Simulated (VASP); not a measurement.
Crystal: MoSe.

```
Mo Se
1.0
     3.47067    0.00000    0.00000
    -1.73533    3.00569    0.00000
     0.00000    0.00000    4.37280
Mo Se
1 1
Direct
  0.66667 0.33333 0.02544
  0.33333 0.66667 0.11843
```

Base run:

```yaml
Program: VASP 6.6.1
Functional: PBE
Potentials_or_basis: VASP PAW PBE potentials, release 64 (Mo_sv, Se)
Cutoff: 500 eV
k_mesh: 9 × 9 × 6
Occupations: fermi-dirac, width 0.05 eV
Spin: no spin polarisation
```

Its results: band gap on the k mesh zero (band 10 reaches 5.86 eV, above the bottom of band 11 at 5.52 eV); pressure 70.1 GPa; largest force 6.203 eV/Å.

Q: After a change of settings the same cell gave: band gap on the k mesh zero (band 10 reaches 6.05 eV, above the bottom of band 11 at 5.66 eV); pressure 68.8 GPa; largest force 6.490 eV/Å. Which change was it?
A. cutoff from 500 eV to 520 eV
B. k mesh from 9 × 9 × 6 to 5 × 5 × 4; occupations from fermi-dirac, width 0.05 eV to fermi-dirac, width 0.03 eV
C. cutoff from 500 eV to 400 eV; further incar settings from ALGO = Normal; EDIFF = 1e-06; NBANDS = 17 to ALGO = Normal; EDIFF = 1e-08; NBANDS = 17

A: B.

Caveats: some runs use coarse meshes; forces of over 1 eV/Å act on the atoms, so gaps and moduli don't describe the material at rest.
